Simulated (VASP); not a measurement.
Write the native input for VASP 6.6.1 that does the following.

```yaml
Task: single point
Functional: PBE
Potentials_or_basis: VASP PAW PBE potentials, release 64 (Pt)
Cutoff: 520 eV
k_mesh: 15 × 15 × 8
Occupations: fermi-dirac, width 0.05 eV
Spin: no spin polarisation
Dipole_correction: no
Further_INCAR_settings: ALGO = Normal; EDIFF = 1e-06; NBANDS = 17
```

The structure of Pt lies in POSCAR:

```
Pt
1.0
    2.4722440723      0.0000000000      0.0000000000
   -1.2361220362      2.1410261709      0.0000000000
    0.0000000000      0.0000000000      4.1685888538
Pt
2
Direct
    0.3333333333      0.6666666667      0.2500000000
    0.6666666667      0.3333333333      0.7500000000
```

One way to write it, as run:

INCAR

```
SYSTEM = Pt
PREC     = Accurate       ! precision mode
ENCUT    = 520            ! plane-wave cutoff, eV
EDIFF    = 1E-6           ! SCF threshold, eV
ISMEAR   = -1             ! smearing method
SIGMA    = 0.05           ! smearing width, eV
LREAL    = .False.        ! projectors in reciprocal space
LASPH    = .True.         ! aspherical terms in the spheres
NELM     = 80             ! most SCF steps
ALGO     = Normal         ! electronic algorithm
ISIF     = 2              ! what is computed and relaxed
LWAVE    = .False.        ! write WAVECAR
LCHARG   = .True.         ! write CHGCAR
GGA      = PE             ! functional
LELF     = .True.         ! ELF
LVHAR    = .True.       
NBANDS   = 17             ! bands
```

KPOINTS

```
regular mesh
0
Gamma
  15 15 8
  0 0 0
```

Potentials or basis: VASP PAW PBE potentials, release 64 (Pt).

Command:

```bash
$ cat potpaw_PBE.64/Pt/POTCAR > POTCAR
$ mpirun -np 1 vasp_std > vasp.out
```

It gave:

```json
{
 "Pressure": "221.8 GPa",
 "Band gap on the k mesh": "zero (band 10 reaches 19.15 eV, above the bottom of band 11 at 16.93 eV)"
}
```

Caveat: spin-orbit coupling is left out, which moves the levels of the heavy elements.

Wall time 37 s on 1 thread of Intel Xeon 6975P-C, with other jobs on the host, peak memory 0.16 GiB.
